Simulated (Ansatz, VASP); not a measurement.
# Te: VASP beside Ansatz

```
Te
1.0
     2.21417    1.27835    4.10592
    -2.21417    1.27835    4.10592
     0.00000   -2.55671    4.10592
Te
2
Direct
  0.22754 0.22754 0.22754
  0.77246 0.77246 0.77246
```

Alike in both runs: task relaxation of cell and atoms; functional PBEsol; k mesh 6 × 6 × 6; occupations gaussian, width 0.1 eV; no spin polarisation.

```csv
,VASP,Ansatz
version,VASP 6.6.1,Ansatz 0.2.0
potentials or method,"VASP PAW PBE potentials, release 64 (Te), cutoff 600 eV","scalar-relativistic, plane waves, PAW"
valence electrons in the cell,12,32
```

|  | VASP | Ansatz | Ansatz less VASP |
| --- | --- | --- | --- |
| gap on the k mesh at the Fermi level, each at its own relaxed structure (eV) | none | none | - |
| relaxed volume (Å³/atom) | 31.27 | 31.26 | -0.012 |
| relaxed length of the cell vector where the two differ most in proportion (Å) | 4.369 | 4.512 | +0.1428 |

VASP's potentials were made for PBE, not for PBEsol. A gap of «none» marks a metal or a gap that the smearing closes. VASP's potentials hold 12 valence electrons a cell and Ansatz's 32, so a difference there can come from the potentials and not from the codes.

Neither program's run includes spin-orbit coupling.
